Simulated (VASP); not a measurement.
# Bi: single point with PBE

Crystal: Bi.

```xyz
2
Lattice="1.9221 3.3292 0.0000 -1.9221 3.3292 0.0000 0.0000 0.0000 6.0398" Properties=species:S:1:pos:R:3 pbc="T T T"
Bi    0.0000    2.2194    1.5099
Bi    0.0000    4.4389    4.5298
```

This isn't the form of Bi at room conditions, which is rhombohedral.

```
Program                : VASP 6.6.1
Task                   : single point
Functional             : PBE
Potentials or basis    : VASP PAW PBE potentials, release 64 (Bi_d)
Cutoff                 : 520 eV
k mesh                 : 10 × 10 × 6
Occupations            : gaussian, width 0.0404 eV
Spin                   : no spin polarisation
Dipole correction      : no
Further INCAR settings : ALGO = Normal; EDIFF = 1e-06; NBANDS = 22
```

* Pressure: -6.7 GPa
* Band gap on the k mesh: zero (bands 15 and 16 overlap by 4.63 eV)

Stress tensor (GPa, compression positive):
```
-7.27  0.00  0.00
 0.00 -7.27  0.00
 0.00  0.00 -5.47
```

Levels at points of the mesh, in eV from the Fermi level:
```tsv
k point	band 13	band 14	band 15	band 16	band 17	band 18
(0.00, 0.00, 0.00)	-4.07	2.19	2.19	3.42	3.42	4.01
(0.50, 0.00, 0.00)	-3.49	-2.20	-1.52	0.10	0.33	2.53
(0.50, 0.50, 0.00)	-3.49	-2.20	-1.52	0.10	0.33	2.53
(0.00, 0.00, 0.50)	-0.87	-0.87	2.78	2.78	2.78	2.78
(0.50, 0.00, 0.50)	-3.77	-3.77	1.07	1.07	1.24	1.24
(0.50, 0.50, 0.50)	-3.77	-3.77	1.07	1.07	1.24	1.24
```

Wall time 4.3 min on 1 thread of AMD EPYC 7571, on a shared host, peak memory 0.27 GiB.

Caveat: the cell stands under tension; spin-orbit coupling is left out, which moves the levels of the heavy elements.
